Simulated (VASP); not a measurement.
La, 3 atoms in the cell. It takes space group P6/mmm (No. 191, hexagonal). The conventional cell has a = 5.922 Å, b = 5.922 Å, c = 3.639 Å, α = 90.00°, β = 90.00°, γ = 120.00°. Within 4.8 Å of La (site symmetry 6/mmm) lie 14 La at 3.64 to 3.87 Å. Within 4.5 Å of La (site symmetry -6m2) lie 11 La at 3.42 to 3.87 Å.  This cell differs from its parent crystal: volume scaled by 0.92.

```yaml
Program: VASP 6.6.1
Task: single point
Functional: BLYP
Potentials_or_basis: VASP PAW PBE potentials, release 64 (La)
Cutoff: 520 eV
k_mesh: 7 × 7 × 10
Occupations: fermi-dirac, width 0.1 eV
Spin: no spin polarisation
Dipole_correction: no
Further_INCAR_settings: ALGO = Normal; EDIFF = 1e-07; NBANDS = 24
```

Potentials or basis: VASP PAW PBE potentials, release 64 (La).

The run is started by

```bash
$ cat potpaw_PBE.64/La/POTCAR > POTCAR
$ mpirun -np 1 vasp_std > vasp.out
```

Hardware: 1 thread of Oxide Virtual Turin-like Processor, on a shared host.

Q: How long does it take, and how much memory?

A: Run time: 5.6 min on 1 thread of Oxide Virtual Turin-like Processor, with other jobs on the host, peak memory 0.27 GiB. Counts: scf iterations 17, k points 48.
